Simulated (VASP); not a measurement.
A run of VASP 6.6.1:

The input INCAR:

```
PREC = Accurate
ENCUT = 520
EDIFF = 1E-7
ISMEAR = 0
SIGMA = 0.15
LREAL = F
LASPH = T
NELM = 80
ALGO = Fast
ISIF = 2
LWAVE = F
LCHARG = T
GGA = PS
LELF = T
LVHAR = T
NBANDS = 18
```

The input KPOINTS:

```
regular mesh
0
Gamma
  20 20 10
```

POSCAR

```
Au
1.0
    1.4113099650     -2.5559330250     -0.1437712327
    1.4113099650      2.5559330250      0.1437712327
    0.0000000000      0.2752407906      4.8931696100
Au
2
Direct
    0.6653279700      0.3346720300      0.2500000000
    0.3346720300      0.6653279700      0.7500000000
```

Potentials or basis: VASP PAW PBE potentials, release 64 (Au).

Launch:

```sh
$ cat potpaw_PBE.64/Au/POTCAR > POTCAR
$ mpirun -np 1 vasp_std > vasp.out
```

Hardware: 1 thread of Intel(R) Xeon(R) 6975P-C (Granite Rapids), on a shared host.

How long does it take, and how much memory?

Run time: 3.7 min on 1 thread of Intel(R) Xeon(R) 6975P-C (Granite Rapids), with other jobs on the host, peak memory 0.61 GiB. Counts: scf iterations 15, k points 1062.
